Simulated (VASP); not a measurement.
# Mg (P6_3/mmc) in VASP: a series of runs

The runs below take Mg through single point, with PBEsol.

Everything below comes from runs of VASP 6.6.1. Logs are shortened: lines on timing, memory, paths and dates and some standing lists are left out, and cuts for length are marked.

## 1. The cell of the first run

Symmetry: P6_3/mmc, No. 194, hexagonal system. The conventional cell has a = 3.156 Å, b = 3.156 Å, c = 10.250 Å, α = 90.00°, β = 90.00°, γ = 120.00°. Within 4.1 Å of Mg (site symmetry -6m2) lie 12 Mg at 3.14 to 3.16 Å. Mg (site symmetry -3m) has 12 Mg at 3.14 to 3.16 Å within 4.1 Å.

## 2. Single point, PBEsol

The input, INCAR:

```
PREC = Accurate
ENCUT = 520
EDIFF = 1E-6
ISMEAR = -1
SIGMA = 0.05
LREAL = F
LASPH = T
NELM = 80
ALGO = Fast
ISIF = 2
LWAVE = F
LCHARG = T
GGA = PS
LELF = T
LVHAR = T
NBANDS = 12
```

The input, KPOINTS:

```
Automatic mesh
0
Gamma
  10 10 3
```

The input, POSCAR:

```
Mg
1.0
    3.1555045422      0.0000000000      0.0000000000
   -1.5777522711      2.7327470953      0.0000000000
    0.0000000000      0.0000000000     10.2496058158
Mg
4
Direct
    0.6666666667      0.3333333333      0.7500000000
    0.0000000000      0.0000000000      0.5000000000
    0.3333333333      0.6666666667      0.2500000000
    0.0000000000      0.0000000000      0.0000000000
```

Potentials or basis: VASP PAW PBE potentials, release 64 (Mg).

Command:

```sh
$ cat potpaw_PBE.64/Mg/POTCAR > POTCAR
$ mpirun -np 1 vasp_std > vasp.out
```

OUTCAR:

```text
PREC = Accurate
   ENCUT = 520
   EDIFF = 1E-6
   ISMEAR = -1
   LREAL = F
   LASPH = T
   NELM = 80
   ISIF = 2
   GGA = PS

 ion  position               nearest neighbor table
   1  0.667  0.333  0.750-   2 3.14   4 3.14   2 3.14   4 3.14   2 3.14   4 3.14
   2  0.000  0.000  0.500-   1 3.14   3 3.14   3 3.14   1 3.14   1 3.14   3 3.14
   3  0.333  0.667  0.250-   2 3.14   4 3.14   2 3.14   4 3.14   2 3.14   4 3.14
   4  0.000  0.000  0.000-   1 3.14   3 3.14   3 3.14   1 3.14   1 3.14   3 3.14

  LATTYP: Found a hexagonal cell.
 ALAT       =     3.1555045422
 C/A-ratio  =     3.2481670296

  Lattice vectors:

 A1 = (   3.1555045422,   0.0000000000,   0.0000000000)
 A2 = (  -1.5777522711,   2.7327470953,   0.0000000000)
 A3 = (   0.0000000000,   0.0000000000,  10.2496058158)

Analysis of symmetry for initial positions (statically):
=====================================================================
 Subroutine PRICEL returns:
 Original cell was already a primitive cell.

 Routine SETGRP: Setting up the symmetry group for a
 hexagonal supercell.

 Subroutine GETGRP returns: Found 24 space group operations
 (whereof 12 operations were pure point group operations)
 out of a pool of 24 trial point group operations.

The static configuration has the point symmetry D_3d.
 The point group associated with its full space group is D_6h.

Analysis of symmetry for dynamics (positions and initial velocities):
=====================================================================
 Subroutine PRICEL returns:
 Original cell was already a primitive cell.

 Routine SETGRP: Setting up the symmetry group for a
 hexagonal supercell.

 Subroutine GETGRP returns: Found 24 space group operations
 (whereof 12 operations were pure point group operations)
 out of a pool of 24 trial point group operations.

The dynamic configuration has the point symmetry D_3d.
 The point group associated with its full space group is D_6h.

 Subroutine INISYM returns: Found 24 space group operations
 (whereof 12 operations are pure point group operations),
 and found     1 'primitive' translations

----------------------------------------------------------------------------------------

                                     Primitive cell

  volume of cell :      88.3844

  direct lattice vectors                    reciprocal lattice vectors
     3.155504542  0.000000000  0.000000000     0.316906532  0.182966071  0.000000000
    -1.577752271  2.732747095  0.000000000     0.000000000  0.365932143  0.000000000
     0.000000000  0.000000000 10.249605816     0.000000000  0.000000000  0.097564728

[... 96 lines left out ...]
   TEBEG  =    0.0;   TEEND  =   0.0 temperature during run
   PSTRESS=    0.0 pullay stress
   NELECT =       8.0000    total number of electrons
   NUPDOWN=      -1.0000    fix difference up-down
   EMIN   =  10.00;   EMAX   =-10.00  energy-range for DOS
   EFERMI =   0.00;   METHOD = LEGACY
   ISMEAR =    -1;   SIGMA  =   0.05  broadening in eV -4-tet -1-fermi 0-gaus
   EFERMI_NEDOS =   21; number of points for ismear=-14 and -15
   IALGO  =     68    algorithm
   IMIX   =      4    mixing-type and parameters
     AMIX     =   0.40;   BMIX     =  1.00
     AMIX_MAG =   1.60;   BMIX_MAG =  1.00
  volume/ion in A,a.u.               =      22.10       149.11
  Fermi-wavevector in a.u.,A,eV,Ry     =   0.735043  1.389031  7.351077  0.540289
  Thomas-Fermi vector in A             =   1.828144
   LORBIT       =      0    0 simple, 1 ext, 2 COOP (PROOUT), +10 PAW based schemes
   GGA     = PS    functional components
   LHFCALC =     F    Hartree Fock is set to
   AEXX    =    0.0000 exact exchange contribution
   IVDW    =     0    specifies the selected vdW correction
   LEPSILON=     F    determine dielectric tensor
   LRPA    =     F    only Hartree local field effects (RPA)
 non-spin polarized calculation
 RMM-DIIS sequential band-by-band and
  energy-cutoff  :      520.00
  volume of cell :       88.38
 maximum number of plane-waves:      2397
 NGX is ok and might be reduce to    24
   NGX = 11   NGY = 11   NGZ = 39

 number of electron       8.0000000 magnetization

 Free energy of the ion-electron system (eV)
  ---------------------------------------------------
  ext. energy  EPLUGINS =         0.00000000
  ---------------------------------------------------
  free energy    TOTEN  =        -6.86943349 eV

  energy without entropy =       -6.85044620  energy(sigma->0) =       -6.85993985

 E-fermi :   2.8968     XC(G=0):  -8.6546

 val. band max:        2.8797533555   @ k =   0.3000   0.3000   0.0000
 cond. band min:       2.9498109606   @ k =   0.3000   0.3000   0.3333
 fundamental gap:      0.0700576051
 Fermi energy:         2.8968374055

 k-point     1 :       0.0000    0.0000    0.0000
  band No.  band energies     occupation
      1      -4.3028      2.00000
      2      -2.8778      2.00000
      3      -2.8759      2.00000
      4       1.0415      2.00000
      5       1.5525      2.00000
      6       7.9230      0.00000
      7       7.9325      0.00000
      8      13.9748      0.00000
      9      13.9749      0.00000
     10      14.0762      0.00000
     11      14.0764      0.00000
     12      14.7389      0.00000
[... 331 lines left out ...]
 k-point    24 :       0.4000    0.1000    0.3333
  band No.  band energies     occupation
      1      -0.0054      2.00000
      2       0.4445      2.00000
      3       1.8551      2.00000
      4       2.0268      2.00000
      5       2.6486      1.98615
      6       3.5877      0.00000
      7       4.2785      0.00000
      8       5.4809      0.00000
      9       6.9144      0.00000
     10       7.6460      0.00000
     11       8.3104      0.00000
     12       9.1160      0.00000

 [... further k-points ...]
[... 5 lines left out ...]
  --------------------------------------------------------------------------------------
  -------------------------------------------------------------------------------------
  Total        0.3570398      0.3570398      0.8018034      0.0000000     -0.0000000      0.0000000
  in kB        6.4721979      6.4721979     14.5345999      0.0000000     -0.0000000      0.0000000
  external PRESSURE =       9.1596652 kB  Pullay stress =       0.0000000 kB

 VOLUME and BASIS-vectors are now :
 -----------------------------------------------------------------------------
  energy-cutoff  :      520.00
  volume of cell :       88.38
      direct lattice vectors                 reciprocal lattice vectors
     3.155504542  0.000000000  0.000000000     0.316906532  0.182966071  0.000000000
    -1.577752271  2.732747095  0.000000000     0.000000000  0.365932143  0.000000000
     0.000000000  0.000000000 10.249605816     0.000000000  0.000000000  0.097564728

 POSITION                                       TOTAL-FORCE (eV/Angst)
 -----------------------------------------------------------------------------------
      1.57775      0.91092      7.68720        -0.000000      0.000000     -0.000000
      0.00000      0.00000      5.12480        -0.000000     -0.000000      0.000000
     -0.00000      1.82183      2.56240         0.000000     -0.000000      0.000000
      0.00000      0.00000      0.00000        -0.000000     -0.000000      0.000000
 -----------------------------------------------------------------------------------
    total drift:                                0.000000     -0.000000      0.000000

  FREE ENERGIE OF THE ION-ELECTRON SYSTEM (eV)
  ---------------------------------------------------
  free  energy   TOTEN  =        -6.8694334875 eV

  energy  without entropy=       -6.8504462033  energy(sigma->0) =       -6.85993985
```

OSZICAR:

```text
N       E                     dE             d eps       ncg     rms          rms(c)
DAV:   1     0.292717643229E+01    0.29272E+01   -0.25526E+03   672   0.471E+02
DAV:   2    -0.661233133183E+01   -0.95395E+01   -0.91010E+01   832   0.568E+01
DAV:   3    -0.690837570897E+01   -0.29604E+00   -0.29218E+00   964   0.750E+00
DAV:   4    -0.690977268639E+01   -0.13970E-02   -0.13944E-02   840   0.565E-01
DAV:   5    -0.690978579252E+01   -0.13106E-04   -0.13106E-04   896   0.575E-02    0.132E+00
RMM:   6    -0.688826871719E+01    0.21517E-01   -0.10816E-03   687   0.223E-01    0.838E-01
RMM:   7    -0.686942995112E+01    0.18839E-01   -0.45761E-03   723   0.437E-01    0.400E-02
RMM:   8    -0.686943368981E+01   -0.37387E-05   -0.19363E-04   763   0.102E-01    0.822E-03
RMM:   9    -0.686943325657E+01    0.43324E-06   -0.14144E-05   808   0.269E-02    0.161E-03
RMM:  10    -0.686943348745E+01   -0.23089E-06   -0.22793E-06   760   0.935E-03
   1 F= -.68694335E+01 E0= -.68599398E+01  d E =-.189873E-01
```

stdout:

```text
POSCAR found type information on POSCAR Mg
 POSCAR found :  1 types and       4 ions
 scaLAPACK will be used
 -----------------------------------------------------------------------------
|                                                                             |
|                                                                             |
|     You enforced a specific xc type in the INCAR file but a different       |
|     I HOPE YOU KNOW WHAT YOU ARE DOING!                                     |
|                                                                             |
 -----------------------------------------------------------------------------

 LDA part: xc-table for (Slater+PW92), standard interpolation
 POSCAR, INCAR and KPOINTS ok, starting setup
 FFT: planning ... GRIDC
 FFT: planning ... GRID_SOFT
 FFT: planning ... GRID
 WAVECAR not read
 entering main loop
```

It took 44 s on 1 thread of Intel Xeon 6975P-C, shared host; peak memory 0.2 GiB.

Results:

| Quantity | Value |
| --- | --- |
| Free energy | -6.8694 eV |
| Pressure | 0.9 GPa |
| Band gap on the k mesh | zero (band 4 reaches 3.43 eV, above the bottom of band 5 at 1.55 eV) |

Stress tensor (GPa, compression positive):
```
0.65 0.00 0.00
0.00 0.65 0.00
0.00 0.00 1.45
```

Caveat: the PAW data sets were made with another functional, which shifts forces and pressure a little.

## 3. Single point, PBEsol

This run uses another cell than the first one, of 22.55 Å³/atom, 1.020 times its volume.

The input, INCAR:

```
ALGO = Normal ; EDIFF = 1E-7
ENCUT = 520 ; GGA = PS
ISIF = 2 ; ISMEAR = -1
LASPH = True ; LCHARG = False
LREAL = False ; LWAVE = False
NBANDS = 12 ; NELM = 80
PREC = Accurate ; SIGMA = 0.05
```

The input, KPOINTS:

```
k-points
0
Gamma
  10 10 3
```

The input, POSCAR:

```
Mg
1.0
    3.1768261656      0.0000000000      0.0000000000
   -1.5884130828      2.7512121628      0.0000000000
    0.0000000000      0.0000000000     10.3188620100
Mg
4
Direct
    0.6666666667      0.3333333333      0.7500000000
    0.0000000000      0.0000000000      0.5000000000
    0.3333333333      0.6666666667      0.2500000000
    0.0000000000      0.0000000000      0.0000000000
```

Potentials or basis: VASP PAW PBE potentials, release 64 (Mg).

Command:

```sh
$ cat potpaw_PBE.64/Mg/POTCAR > POTCAR
$ mpirun -np 1 vasp_std > vasp.out
```

OUTCAR:

```text
EDIFF = 1E-7
   ENCUT = 520
   GGA = PS
   ISIF = 2
   ISMEAR = -1
   LASPH = True
   LREAL = False
   NELM = 80
   PREC = Accurate

 ion  position               nearest neighbor table
   1  0.667  0.333  0.750-   2 3.17   4 3.17   2 3.17   4 3.17   2 3.17   4 3.17
   2  0.000  0.000  0.500-   1 3.17   3 3.17   3 3.17   1 3.17   1 3.17   3 3.17
   3  0.333  0.667  0.250-   2 3.17   4 3.17   2 3.17   4 3.17   2 3.17   4 3.17
   4  0.000  0.000  0.000-   1 3.17   3 3.17   3 3.17   1 3.17   1 3.17   3 3.17

  LATTYP: Found a hexagonal cell.
 ALAT       =     3.1768261656
 C/A-ratio  =     3.2481670296

  Lattice vectors:

 A1 = (   3.1768261656,   0.0000000000,   0.0000000000)
 A2 = (  -1.5884130828,   2.7512121628,   0.0000000000)
 A3 = (   0.0000000000,   0.0000000000,  10.3188620100)

Analysis of symmetry for initial positions (statically):
=====================================================================
 Subroutine PRICEL returns:
 Original cell was already a primitive cell.

 Routine SETGRP: Setting up the symmetry group for a
 hexagonal supercell.

[... 180 lines left out ...]
  band No.  band energies     occupation
      1      -4.3215      2.00000
      2      -2.9150      2.00000
      3      -2.9139      2.00000
      4       0.9678      2.00000
      5       1.4446      2.00000
      6       7.7551      0.00000
      7       7.7643      0.00000
      8      13.7448      0.00000
      9      13.7448      0.00000
     10      13.8243      0.00000
     11      13.8243      0.00000
     12      14.5306      0.00000
[... 331 lines left out ...]
 k-point    24 :       0.4000    0.1000    0.3333
  band No.  band energies     occupation
      1      -0.0783      2.00000
      2       0.3666      2.00000
      3       1.7639      2.00000
      4       1.9335      2.00000
      5       2.5346      1.98768
      6       3.4690      0.00000
      7       4.1546      0.00000
      8       5.3453      0.00000
      9       6.7680      0.00000
     10       7.4848      0.00000
     11       8.1170      0.00000
     12       8.9207      0.00000

 [... further k-points ...]
[... 5 lines left out ...]
  --------------------------------------------------------------------------------------
  -------------------------------------------------------------------------------------
  Total       -0.0917527     -0.0917527      0.3991457      0.0000000     -0.0000000      0.0000000
  in kB       -1.6299710     -1.6299710      7.0907587      0.0000000     -0.0000000      0.0000000
  external PRESSURE =       1.2769389 kB  Pullay stress =       0.0000000 kB

 VOLUME and BASIS-vectors are now :
 -----------------------------------------------------------------------------
  energy-cutoff  :      520.00
  volume of cell :       90.19
      direct lattice vectors                 reciprocal lattice vectors
     3.176826166  0.000000000  0.000000000     0.314779578  0.181738074  0.000000000
    -1.588413083  2.751212163  0.000000000     0.000000000  0.363476148  0.000000000
     0.000000000  0.000000000 10.318862010     0.000000000  0.000000000  0.096909911

 POSITION                                       TOTAL-FORCE (eV/Angst)
 -----------------------------------------------------------------------------------
      1.58841      0.91707      7.73915         0.000000      0.000000      0.000000
      0.00000      0.00000      5.15943        -0.000000      0.000000      0.000000
     -0.00000      1.83414      2.57972        -0.000000      0.000000      0.000000
      0.00000      0.00000      0.00000        -0.000000      0.000000      0.000000
 -----------------------------------------------------------------------------------
    total drift:                                0.000000     -0.000000      0.000000

  FREE ENERGIE OF THE ION-ELECTRON SYSTEM (eV)
  ---------------------------------------------------
  free  energy   TOTEN  =        -6.8752910383 eV

  energy  without entropy=       -6.8568774342  energy(sigma->0) =       -6.86608424
```

It took 42 s on 1 thread of Intel Xeon 6975P-C, shared host; peak memory 0.2 GiB.

What came out:

```yaml
Free_energy: -6.8753 eV
Pressure: 0.1 GPa
Band_gap_on_the_k_mesh: zero (band 4 reaches 3.33 eV, above the bottom of band 5 at 1.44 eV)
```

Caveat: the PAW data sets were made with another functional, which shifts forces and pressure a little.

## 4. Single point, PBEsol

This run uses another cell than the first one, of 23.00 Å³/atom, 1.041 times its volume.

The input, INCAR:

```
SYSTEM = Mg
ALGO = Fast
EDIFF = 1E-6
ENCUT = 520
GGA = PS
ISIF = 2
ISMEAR = -1
LASPH = .TRUE.
LCHARG = .TRUE.
LELF = .TRUE.
LREAL = .FALSE.
LVHAR = .TRUE.
LWAVE = .FALSE.
NBANDS = 12
NELM = 60
PREC = Accurate
SIGMA = 0.05
```

The input, KPOINTS:

```
k-points
0
G
  10 10 3
  0 0 0
```

The input, POSCAR:

```
Mg
1.0
    3.1978653626      0.0000000000      0.0000000000
   -1.5989326813      2.7694326419      0.0000000000
    0.0000000000      0.0000000000     10.3872008361
Mg
4
Direct
    0.6666666667      0.3333333333      0.7500000000
    0.0000000000      0.0000000000      0.5000000000
    0.3333333333      0.6666666667      0.2500000000
    0.0000000000      0.0000000000      0.0000000000
```

Command:

```sh
$ cat potpaw_PBE.64/Mg/POTCAR > POTCAR
$ mpirun -np 1 vasp_std > vasp.out
```

Run time: 40 s. Hardware: 1 thread of Intel Xeon 6975P-C, shared host; peak memory 0.2 GiB.

Results (log left out):

* Free energy: -6.8727 eV
* Pressure: -0.6 GPa
* Band gap on the k mesh: zero (band 4 reaches 3.23 eV, above the bottom of band 5 at 1.34 eV)

Stress tensor (GPa, compression positive):
```
-0.90  0.00  0.00
 0.00 -0.90  0.00
 0.00  0.00  0.03
```

Levels at points of the mesh, in eV from the Fermi level:
| k point | band 2 | band 3 | band 4 | band 5 | band 6 | band 7 |
| --- | --- | --- | --- | --- | --- | --- |
| (0.00, 0.00, 0.00) | -5.63 | -5.63 | -1.79 | -1.34 | 4.91 | 4.92 |
| (0.50, 0.00, 0.00) | -2.23 | -1.17 | -1.15 | -0.61 | -0.59 | 2.65 |

Caveat: the PAW data sets were made with another functional, which shifts forces and pressure a little.

## 5. Single point, PBEsol

This run uses another cell than the first one, of 23.45 Å³/atom, 1.061 times its volume.

The input, INCAR:

```
PREC     = Accurate       # precision mode
ENCUT    = 520            # plane-wave cutoff, eV
EDIFF    = 1E-7           # SCF threshold, eV
ISMEAR   = -1             # smearing method
SIGMA    = 0.05           # smearing width, eV
LREAL    = F              # projectors in reciprocal space
LASPH    = T              # aspherical terms in the spheres
NELM     = 100            # most SCF steps
ALGO     = Normal         # electronic algorithm
ISIF     = 2              # what is computed and relaxed
LWAVE    = F              # write WAVECAR
LCHARG   = F              # write CHGCAR
GGA      = PS             # functional
NBANDS   = 12             # bands
```

The input, KPOINTS:

```
Automatic mesh
0
Gamma
  10 10 3
```

The input, POSCAR:

```
Mg
1.0
    3.2186313040      0.0000000000      0.0000000000
   -1.6093156520      2.7874164746      0.0000000000
    0.0000000000      0.0000000000     10.4546520822
Mg
4
Direct
    0.6666666667      0.3333333333      0.7500000000
    0.0000000000      0.0000000000      0.5000000000
    0.3333333333      0.6666666667      0.2500000000
    0.0000000000      0.0000000000      0.0000000000
```

Command:

```sh
$ cat potpaw_PBE.64/Mg/POTCAR > POTCAR
$ mpirun -np 1 vasp_std > vasp.out
```

Wall time 39 s (1 thread of Intel Xeon 6975P-C, shared host); peak memory 0.2 GiB.

It converged, with:

| Quantity | Value |
| --- | --- |
| Free energy | -6.8624 eV |
| Pressure | -1.2 GPa |
| Band gap on the k mesh | zero (band 4 reaches 3.13 eV, above the bottom of band 5 at 1.24 eV) |

Stress tensor (GPa, compression positive):
```
-1.56  0.00  0.00
 0.00 -1.56  0.00
 0.00  0.00 -0.60
```

Levels at points of the mesh, in eV from the Fermi level:
| k point | band 1 | band 2 | band 3 | band 4 | band 5 | band 6 | band 7 | band 8 | band 9 |
| --- | --- | --- | --- | --- | --- | --- | --- | --- | --- |
| (0.00, 0.00, 0.00) | -6.94 | -5.57 | -5.57 | -1.75 | -1.34 | 4.85 | 4.86 | 10.72 | 10.72 |
| (0.50, 0.00, 0.00) | -2.21 | -2.21 | -1.15 | -1.14 | -0.61 | -0.59 | 2.63 | 2.81 | 3.24 |

Caveat: the PAW data sets were made with another functional, which shifts forces and pressure a little.

## 6. Overview

```tsv
cell	gap on the mesh (eV)	pressure (GPa)
a = 3.156, b = 3.156, c = 10.250 Å, angles 90.0, 90.0, 120.0°, 4 atoms	none	0.9
a = 3.177, b = 3.177, c = 10.319 Å, angles 90.0, 90.0, 120.0°, 4 atoms	none	0.1
a = 3.198, b = 3.198, c = 10.387 Å, angles 90.0, 90.0, 120.0°, 4 atoms	none	-0.6
a = 3.219, b = 3.219, c = 10.455 Å, angles 90.0, 90.0, 120.0°, 4 atoms	none	-1.2
```

Alike in all rows: task single point; level PBEsol; potentials or basis VASP PAW PBE potentials, release 64 (Mg); no spin polarisation; k mesh 10 × 10 × 3; cutoff (eV) 520; smearing fermi-dirac 0.05 eV.

Caveats: the PAW data sets were made with another functional, which shifts forces and pressure a little.

Absolute energies hang on the potentials; compare differences alone.
